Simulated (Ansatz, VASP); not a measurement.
**Two plane-wave programs on ScPt3S**

```
Sc Pt S
1.0
     4.50994    0.00000    0.00000
    -2.25497    3.90572    0.00000
     0.00000    0.00000    5.29740
Sc Pt S
1 3 1
Direct
  0.33333 0.66667 0.50000
  0.00000 0.00000 0.75023
  0.00000 0.00000 0.24977
  0.66667 0.33333 0.50000
  0.66667 0.33333 0.00000
```

Change from the starting cell: species swapped into the GaNi3As type (P-6m2, No. 187).

Alike in both runs: functional PBE; k mesh 6 × 6 × 4; occupations gaussian, width 0.1 eV; no spin polarisation.

Ansatz relaxed the structure, and its values are those at the end. VASP's run is a single point on that final structure, the one shown.

|  | VASP | Ansatz |
| --- | --- | --- |
| version | VASP 6.6.1 | Ansatz 0.2.0 |
| potentials or method | VASP PAW PBE potentials, release 64 (Sc_sv, Pt_sv_GW, S), cutoff 570 eV | scalar-relativistic, plane waves, PAW |
| valence electrons in the cell | 71 | 71 |

VASP gave:

| Quantity | Value |
| --- | --- |
| gap on the k mesh at the Fermi level (eV) | none |
| pressure (GPa) | -0.9 |
| rms of the force components (eV/Å) | 0.006 |

Question: Which values does Ansatz return?

Answer: gap on the k mesh at the Fermi level (eV): none; pressure (GPa): -0.2; rms of the force components (eV/Å): 0.009.

A gap of «none» marks a metal or a gap that the smearing closes.

Neither program's run includes spin-orbit coupling.
